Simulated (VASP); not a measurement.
A run of VASP 6.6.1 is set up as follows.

Contents of INCAR:

```
  PREC = Accurate
  ENCUT = 520
  EDIFF = 1E-6
  ISMEAR = 0
  SIGMA = 0.01
  LREAL = F
  LASPH = T
  NELM = 80
  ALGO = Normal
  ISIF = 2
  LWAVE = F
  LCHARG = F
  GGA = PE
  NBANDS = 25
```

The input KPOINTS:

```
Automatic mesh
0
Gamma
  6 6 6
```

POSCAR

```
LaCuTe2
1.0
    2.2378723227      1.2920361879      6.7495388572
   -2.2378723227      1.2920361879      6.7495388572
    0.0000000000     -2.5840723758      6.7495388572
Cu La Te
1 1 2
Direct
    1.0000000000      0.0000000000      0.0000000000
    0.5000000000      0.5000000000      0.5000000000
    0.2608883541      0.2608883541      0.2608883541
    0.7391116459      0.7391116459      0.7391116459
```

Potentials or basis: VASP PAW PBE potentials, release 64 (Cu, La, Te).

Run with:

```sh
$ cat potpaw_PBE.64/Cu/POTCAR potpaw_PBE.64/La/POTCAR potpaw_PBE.64/Te/POTCAR > POTCAR
$ mpirun -np 1 vasp_std > vasp.out
```

Task: Estimate the pressure.

Result: 0.1 GPa.

Task: Predict the largest force.

Result: 0.056 eV/Å.

Forces on the atoms (eV/Å):
```
Cu   0.000  0.000  0.000
La   0.000  0.000  0.000
Te   0.000  0.000  0.056
Te   0.000  0.000 -0.056
```
